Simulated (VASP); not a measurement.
Input of a VASP 6.6.1 run:

INCAR

```
SYSTEM = SiC
  ALGO = Normal
  EDIFF = 1E-6
  ENCUT = 600
  GGA = PS
  GGA_COMPAT = .FALSE.
  ISIF = 2
  ISMEAR = 0
  LASPH = .TRUE.
  LCHARG = .FALSE.
  LREAL = .FALSE.
  LWAVE = .FALSE.
  NBANDS = 16
  NELM = 120
  PREC = Accurate
  SIGMA = 0.02
```

The input KPOINTS:

```
k-points
0
G
  8 8 6
  0 0 0
```

Contents of POSCAR:

```
SiC
1.0
    3.1067621217      0.0000000000      0.0000000000
   -1.5533810608      2.6622980187      0.0000000000
    0.0000000000      0.0000000000      5.0653848943
Si C
2 2
Direct
    0.3332449212      0.6664898425     -0.0004886135
    0.6667550788      0.3335101575      0.4995113865
    0.3324412816      0.6648825632      0.3754886135
    0.6675587184      0.3351174368      0.8754886135
```

Potentials or basis: VASP PAW PBE potentials, release 64 (Si, C).

Command:

```console
$ cat potpaw_PBE.64/Si/POTCAR potpaw_PBE.64/C/POTCAR > POTCAR
$ mpirun -np 1 vasp_std > vasp.out
```

**Question.** Estimate the band gap on the k mesh.

**Answer.** 2.34 eV (least direct gap 3.77 eV).

**Question.** Estimate the pressure.

**Answer.** -2.6 GPa.

Stress tensor (GPa, compression positive):
```
-4.82  0.00  0.00
 0.00 -0.75  0.00
 0.00  0.00 -2.19
```

Caveat: the cell differs from its parent crystal (strained cell); the PAW data sets were made with another functional, which shifts forces and pressure a little. A k mesh can miss the band edges.
